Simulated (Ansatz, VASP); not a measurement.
**One calculation of Y, two programs**

INCAR

```
SYSTEM = Y
  ALGO = Normal
  EDIFF = 1E-8
  ENCUT = 520
  GGA = CA
  ISIF = 2
  ISMEAR = -1
  LASPH = .True.
  LCHARG = .False.
  LEFG = .True.
  LREAL = .False.
  LWAVE = .False.
  NBANDS = 18
  NELM = 60
  PREC = Accurate
  SIGMA = 0.08
```

The input KPOINTS:

```
k-points
0
Gamma
  12 12 7
  0 0 0
```

The input POSCAR:

```
Y
1.0
    3.6514992371      0.0000000000      0.0000000000
   -1.8257496185      3.1622911012      0.0000000000
    0.0000000000      0.0000000000      5.7474000000
Y
2
Direct
    0.3333333333      0.6666666667      0.2500000000
    0.6666666667      0.3333333333      0.7500000000
```

Input for Ansatz:

```yaml
crystal:
  lattice:
    - [3.6514992371, 0.0, 0.0]
    - [-1.8257496185, 3.1622911012, 0.0]
    - [0.0, 0.0, 5.7474]
  atoms:
    - { symbol: "Y", position: [0.3333333333, 0.6666666667, 0.25] }
    - { symbol: "Y", position: [0.6666666667, 0.3333333333, 0.75] }
kpoints:
  mp_grid: { grid: [12, 12, 7] }
  band_path:
    path:
      - [0.0, 0.0, 0.0]
      - [0.5, 0.0, 0.0]
      - [0.3333333333, 0.3333333333, 0.0]
      - [0.0, 0.0, 0.0]
      - [0.0, 0.0, 0.5]
      - [0.5, 0.0, 0.5]
      - [0.3333333333, 0.3333333333, 0.5]
      - [0.0, 0.0, 0.5]
      - [0.5, 0.0, 0.5]
    npoints: 14
scf:
  occupations: { method: fermi_dirac, width: 0.08 }
hamiltonian:
  xc: lda
  pseudopotentials: { kind: paw }
output:
  forces: true
  stress: true
  eigenvalues: true
  efg: { contact_densities: true }
  populations: true
  bader: true
  dos: { projected: true, de: 0.2, e_range: [-14, 8] }
  write_density: true
  write_potential: true
  elf: true
  volumetric_format: npy
```

Alike in both runs: task electric field gradients; functional LDA; k mesh 12 × 12 × 7; occupations fermi-dirac, width 0.08 eV; no spin polarisation.

|  | VASP | Ansatz |
| --- | --- | --- |
| version | VASP 6.6.1 | Ansatz 0.2.0 |
| potentials or method | VASP PAW LDA potentials, release 64 (Y_sv) | PAW with Ansatz's default frozen-core files, scalar-relativistic |
| plane-wave cutoff (eV) | 520 | 420 |
| valence electrons in the cell | 22 | 22 |

```csv
,VASP,Ansatz,Ansatz less VASP
pressure (GPa),-4.0,-3.9,+0.09
"traceless stress, the component that is largest in VASP (GPa)",-0.39,-0.40,-0.007
size of Vzz on the site where it differs most (V/Å²),24.8,25.7,+0.91
```

LDA's correlation is that of Perdew and Zunger in VASP and of Perdew and Wang (1992) in Ansatz.
